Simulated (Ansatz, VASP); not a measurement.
**NiSb: VASP beside Ansatz**

```
Ni Sb
1.0
     3.97105    0.00000    0.00000
    -1.98553    3.43903    0.00000
     0.00000    0.00000    5.16801
Ni Sb
2 2
Direct
  0.00000 0.00000 0.00000
  0.00000 0.00000 0.50000
  0.33333 0.66667 0.25000
  0.66667 0.33333 0.75000
```

Alike in both runs: task single point; functional PBE; k mesh 10 × 10 × 8; occupations gaussian, width 0.05 eV; collinear spin.

|  | VASP | Ansatz |
| --- | --- | --- |
| version | VASP 6.6.1 | Ansatz 0.2.0 |
| potentials or method | VASP PAW PBE potentials, release 64 (Ni, Sb), cutoff 600 eV | scalar-relativistic, plane waves, PAW |
| valence electrons in the cell | 30 | 66 |

```csv
,VASP,Ansatz,Ansatz less VASP
gap on the k mesh at the Fermi level (eV),none,none,-
pressure (GPa),0.0,0.0,+0.02
"traceless stress, the component that is largest in VASP (GPa)",0.08,0.01,-0.068
net moment per atom (μB),0.00,0.00,0.000
```

A gap of «none» marks a metal or a gap that the smearing closes. VASP's potentials hold 30 valence electrons a cell and Ansatz's 66, so a difference there can come from the potentials and not from the codes. Ansatz's warnings: seeded moment not kept.

Spin-orbit coupling is off throughout.
